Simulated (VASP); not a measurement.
# Si (I4/mmm) in VASP: notebook, part 2 of 2

VASP 6.6.1. Earlier steps stand in the parts before.

## 5. Single point, PBE0

This run uses another cell than the first one, of 14.82 Å³/atom, 1.060 times its volume.

The input, POSCAR:

```
Si
1.0
   -1.6588233236      1.6588233236      1.3462252449
    1.6588233236     -1.6588233236      1.3462252449
    1.6588233236      1.6588233236     -1.3462252449
Si
1
Direct
    0.0000000000      0.0000000000      0.0000000000
```

The input, INCAR.step1:

```
PREC     = Accurate       # precision mode
ENCUT    = 520            # plane-wave cutoff, eV
EDIFF    = 1E-5           # SCF threshold, eV
ISMEAR   = -1             # smearing method
SIGMA    = 0.05           # smearing width, eV
LREAL    = F              # projectors in reciprocal space
LASPH    = T              # aspherical terms in the spheres
NELM     = 60             # most SCF steps
ALGO     = Normal         # electronic algorithm
ISIF     = 2              # what is computed and relaxed
LWAVE    = T              # write WAVECAR
LCHARG   = F              # write CHGCAR
NBANDS   = 8              # bands
GGA      = PE             # functional
```

The input, INCAR.step2:

```
PREC     = Accurate       # precision mode
ENCUT    = 520            # plane-wave cutoff, eV
EDIFF    = 1E-7           # SCF threshold, eV
ISMEAR   = -1             # smearing method
SIGMA    = 0.05           # smearing width, eV
LREAL    = F              # projectors in reciprocal space
LASPH    = T              # aspherical terms in the spheres
NELM     = 60             # most SCF steps
ALGO     = Normal         # electronic algorithm
ISIF     = 2              # what is computed and relaxed
LWAVE    = F              # write WAVECAR
LCHARG   = F              # write CHGCAR
GGA      = PE             # functional
LHFCALC  = T              # exact exchange
AEXX     = 0.25           # exact-exchange fraction
PRECFOCK = Normal       
NBANDS   = 8              # bands
ISTART   = 1
```

The input, KPOINTS:

```
Automatic mesh
0
Gamma
  6 6 6
```

Potentials or basis: VASP PAW PBE potentials, release 64 (Si).

On the command line:

```bash
> cat potpaw_PBE.64/Si/POTCAR > POTCAR
> cp INCAR.step1 INCAR
> mpirun -np 1 vasp_std > vasp.out
> cp INCAR.step2 INCAR
> mpirun -np 1 vasp_std > vasp.out
```

OUTCAR:

```text
PREC = Accurate
   ENCUT = 520
   EDIFF = 1E-7
   ISMEAR = -1
   LREAL = F
   LASPH = T
   NELM = 60
   ISIF = 2
   GGA = PE
   LHFCALC = T
   AEXX = 0.25
   PRECFOCK = Normal
   ISTART = 1

 ion  position               nearest neighbor table
   1  0.000  0.000  0.000-

  LATTYP: Found a body centered tetragonal cell.
 ALAT       =     3.3176466472
 C/A-ratio  =     0.8115543263

  Lattice vectors:

 A1 = (  -1.6588233236,   1.6588233236,   1.3462252449)
 A2 = (   1.6588233236,  -1.6588233236,   1.3462252449)
 A3 = (   1.6588233236,   1.6588233236,  -1.3462252449)

Analysis of symmetry for initial positions (statically):
=====================================================================
 Subroutine PRICEL returns:
 Original cell was already a primitive cell.

 Routine SETGRP: Setting up the symmetry group for a
 body centered tetragonal supercell.

 Subroutine GETGRP returns: Found 16 space group operations
 (whereof 16 operations were pure point group operations)
 out of a pool of 16 trial point group operations.

The static configuration has the point symmetry D_4h.

Analysis of symmetry for dynamics (positions and initial velocities):
=====================================================================
 Subroutine PRICEL returns:
 Original cell was already a primitive cell.

 Routine SETGRP: Setting up the symmetry group for a
 body centered tetragonal supercell.

 Subroutine GETGRP returns: Found 16 space group operations
 (whereof 16 operations were pure point group operations)
 out of a pool of 16 trial point group operations.

The dynamic configuration has the point symmetry D_4h.

 Subroutine INISYM returns: Found 16 space group operations
 (whereof 16 operations are pure point group operations),
 and found     1 'primitive' translations

----------------------------------------------------------------------------------------

                                     Primitive cell

  volume of cell :      14.8176

  direct lattice vectors                    reciprocal lattice vectors
    -1.658823324  1.658823324  1.346225245     0.000000000  0.301418477  0.371408872
     1.658823324 -1.658823324  1.346225245     0.301418477  0.000000000  0.371408872
     1.658823324  1.658823324 -1.346225245     0.301418477  0.301418477  0.000000000

  length of vectors
     2.704757299  2.704757299  2.704757299     0.478327972  0.478327972  0.426270098

  position of ions in fractional coordinates (direct lattice)
     0.000000000  0.000000000  0.000000000

  ion indices of the primitive-cell ions
   primitive index   ion index
                 1           1

----------------------------------------------------------------------------------------

 KPOINTS: Automatic mesh

Automatic generation of k-mesh.
 Grid dimensions read from file:
 generate k-points for:    6    6    6

 Generating k-lattice:

  Cartesian coordinates                     Fractional coordinates (reciprocal lattice)
     0.000000000  0.050236413  0.061901479     0.166666667  0.000000000 -0.000000000
     0.050236413  0.000000000  0.061901479     0.000000000  0.166666667 -0.000000000
     0.050236413  0.050236413  0.000000000     0.000000000  0.000000000  0.166666667

  Length of vectors
[... 38 lines left out ...]
   number of dos      NEDOS =    301   number of ions     NIONS =      1
   total plane-waves  NPLWV =   8000
   dimension x,y,z NGX =    20 NGY =   20 NGZ =   20
   dimension x,y,z NGXF=    40 NGYF=   40 NGZF=   40
   ions per type =               1
   NGX,Y,Z   is equivalent  to a cutoff of  12.29, 12.29, 12.29 a.u.
   NGXF,Y,Z  is equivalent  to a cutoff of  24.59, 24.59, 24.59 a.u.
 SYSTEM =  unknown system
   PREC   = accura    normal or accurate (medium, high low for compatibility)
   ISTART =      1    job   : 0-new  1-cont  2-samecut
   ICHARG =      0    charge: 1-file 2-atom 10-const
   ISPIN  =      1    spin polarized calculation?
   LNONCOLLINEAR =      F non collinear calculations
   LSORBIT =      F    spin-orbit coupling
   LASPH  =      T    aspherical Exc in radial PAW
   ENCUT  =  520.0 eV  38.22 Ry    6.18 a.u.   5.03  5.03  5.03*2*pi/ulx,y,z
   NELM   =     60;   NELMIN=  2; NELMDL=  0     # of ELM steps
   EDIFF  = 0.1E-06   stopping-criterion for ELM
   LREAL  =      F    real-space projection
   EDIFFG = 0.1E-05   stopping-criterion for IOM
   NSW    =      0    number of steps for IOM
   IBRION =     -1    ionic relax: 0-MD 1-quasi-New 2-CG
   NFREE  =      0    steps in history (QN), initial steepest desc. (CG)
   ISIF   =      2    stress and relaxation
   ISYM   =      3    0-nonsym 1-usesym 2-fastsym
   POTIM  = 0.5000    time-step for ionic-motion
   TEBEG  =    0.0;   TEEND  =   0.0 temperature during run
   PSTRESS=    0.0 pullay stress
   NELECT =       4.0000    total number of electrons
   NUPDOWN=      -1.0000    fix difference up-down
   EMIN   =  10.00;   EMAX   =-10.00  energy-range for DOS
   EFERMI =   0.00;   METHOD = LEGACY
   ISMEAR =    -1;   SIGMA  =   0.05  broadening in eV -4-tet -1-fermi 0-gaus
   EFERMI_NEDOS =   21; number of points for ismear=-14 and -15
   IALGO  =     38    algorithm
   IMIX   =      1    mixing-type and parameters
     AMIX     =   0.40;   BMIX     =  1.00
     AMIX_MAG =   1.60;   BMIX_MAG =  1.00
  volume/ion in A,a.u.               =      14.82        99.99
  Fermi-wavevector in a.u.,A,eV,Ry     =   1.058040  1.999406 15.231029  1.119449
  Thomas-Fermi vector in A             =   2.193335
   LORBIT       =      0    0 simple, 1 ext, 2 COOP (PROOUT), +10 PAW based schemes
   GGA     = PE    functional components
   LHFCALC =     T    Hartree Fock is set to
   PRECFOCK=normal    Normal, Fast or Accurate (Low or Medium for compatibility)
   ENCUT4O =  -1.0   cutoff for four orbital integrals eV
   NKREDX  =     1    reduce k-point grid by
   NKREDY  =     1    reduce k-point grid by
   NKREDZ  =     1    reduce k-point grid by
   AEXX    =    0.2500 exact exchange contribution
   HFSCREEN=    0.0000 screening length (either q_TF or 0.3 A-1)
   HFSCREENC=   0.0000 screening length for correlation (either q_TF or 0.3 A-1)
   ENCUTFOCK=  -1.0 apply spherical cutoff to Coloumb kernel
   IVDW    =     0    specifies the selected vdW correction
   LEPSILON=     F    determine dielectric tensor
   LRPA    =     F    only Hartree local field effects (RPA)
 non-spin polarized calculation
  energy-cutoff  :      520.00
  volume of cell :       14.82
 maximum number of plane-waves:       421
  NGX = 16; NGY = 16; NGZ = 16

 number of electron       4.0000000 magnetization

 Free energy of the ion-electron system (eV)
  ---------------------------------------------------
  ext. energy  EPLUGINS =         0.00000000
  ---------------------------------------------------
  free energy    TOTEN  =        -6.02776512 eV

  energy without entropy =       -6.02770888  energy(sigma->0) =       -6.02773700

 E-fermi :   9.8405     XC(G=0):  -8.7296

 val. band max:        9.4553662837   @ k =   0.5000   0.1667   0.0000
 cond. band min:      10.1921065898   @ k =   0.3333   0.0000   0.0000
 fundamental gap:      0.7367403061
 Fermi energy:         9.8404995957

 k-point     1 :       0.0000    0.0000    0.0000
  band No.  band energies     occupation
      1      -6.7069      2.00000
      2      20.5768      0.00000
      3      20.8046      0.00000
      4      20.8046      0.00000
      5      23.9781      0.00000
      6      24.5095      0.00000
      7      26.3268      0.00000
      8      26.3268      0.00000
[... 243 lines left out ...]
 k-point    24 :      -0.1667   -0.3333    0.1667
  band No.  band energies     occupation
      1      -0.7499      2.00000
      2       8.7654      2.00000
      3      13.0485      0.00000
      4      15.1976      0.00000
      5      19.5250      0.00000
      6      22.1148      0.00000
      7      24.6424      0.00000
      8      30.3121      0.00000

 [... further k-points ...]

------------------------ aborting loop because EDIFF is reached ----------------------------------------

  FORCE on cell =-STRESS in cart. coord.  units (eV):
  Direction    XX          YY          ZZ          XY          YZ          ZX
  --------------------------------------------------------------------------------------
  -------------------------------------------------------------------------------------
  Total       -0.3946631     -0.3946631     -0.9969173      0.0000000     -0.0000000      0.0000000
  in kB      -42.6735838    -42.6735838   -107.7932932      0.0000000     -0.0000000      0.0000000
  external PRESSURE =     -64.3801536 kB  Pullay stress =       0.0000000 kB

 VOLUME and BASIS-vectors are now :
 -----------------------------------------------------------------------------
  energy-cutoff  :      520.00
  volume of cell :       14.82
      direct lattice vectors                 reciprocal lattice vectors
    -1.658823324  1.658823324  1.346225245     0.000000000  0.301418477  0.371408872
     1.658823324 -1.658823324  1.346225245     0.301418477  0.000000000  0.371408872
     1.658823324  1.658823324 -1.346225245     0.301418477  0.301418477  0.000000000

 POSITION                                       TOTAL-FORCE (eV/Angst)
 -----------------------------------------------------------------------------------
      0.00000      0.00000      0.00000         0.000000      0.000000      0.000000
 -----------------------------------------------------------------------------------
    total drift:                               -0.000000      0.000000      0.000000

  FREE ENERGIE OF THE ION-ELECTRON SYSTEM (eV)
  ---------------------------------------------------
  free  energy   TOTEN  =        -6.0277651233 eV

  energy  without entropy=       -6.0277088798  energy(sigma->0) =       -6.02773700
```

It took 59 s on 1 thread of Intel Xeon 6975P-C (Granite Rapids), shared host; peak memory 0.12 GiB.

Results:

- Free energy: -6.0278 eV
- Pressure: -6.4 GPa
- Band gap on the k mesh: zero (band 2 reaches 20.58 eV, above the bottom of band 3 at 6.45 eV)

Stress tensor (GPa, compression positive):
```
 -4.27   0.00   0.00
  0.00  -4.27   0.00
  0.00   0.00 -10.78
```

Levels at points of the mesh, in eV from the Fermi level:
```tsv
k point	band 1	band 2	band 3	band 4	band 5	band 6	band 7
(0.00, 0.00, 0.00)	-16.55	10.74	10.96	10.96	14.14	14.67	16.49
(0.50, 0.00, 0.00)	-7.45	-7.26	5.44	7.28	7.34	10.09	19.89
(0.50, 0.50, 0.00)	-9.99	-8.51	9.87	12.57	12.66	12.91	18.48
(0.50, 0.50, 0.50)	-3.16	-3.16	-2.09	2.02	4.77	7.29	26.50
```

Caveat: the k points lie up to 0.50 Å⁻¹ apart; the PAW data sets were made with another functional, which shifts forces and pressure a little.

## 6. Summary

```csv
level,cell,k mesh,smearing,grid for exact exchange (PRECFOCK),gap on the mesh (eV),pressure (GPa)
PBE,"a = 2.653 Å, angles 104.3, 104.3, 120.3°, 1 atom",13 × 13 × 13,gaussian 0.022 eV,-,none,3.4
PBE0,"a = 2.670 Å, angles 104.3, 104.3, 120.3°, 1 atom",6 × 6 × 6,fermi-dirac 0.05 eV,Normal,none,-3.0
PBE0,"a = 2.688 Å, angles 104.3, 104.3, 120.3°, 1 atom",6 × 6 × 6,fermi-dirac 0.05 eV,Normal,none,-4.8
PBE0,"a = 2.705 Å, angles 104.3, 104.3, 120.3°, 1 atom",6 × 6 × 6,fermi-dirac 0.05 eV,Normal,none,-6.4
```

Alike in all rows: task single point; potentials or basis VASP PAW PBE potentials, release 64 (Si); no spin polarisation; cutoff (eV) 520.

Caveats: some runs use coarse meshes; the PAW data sets were made with another functional, which shifts forces and pressure a little (some runs).

Absolute energies hang on the potentials; compare differences alone.
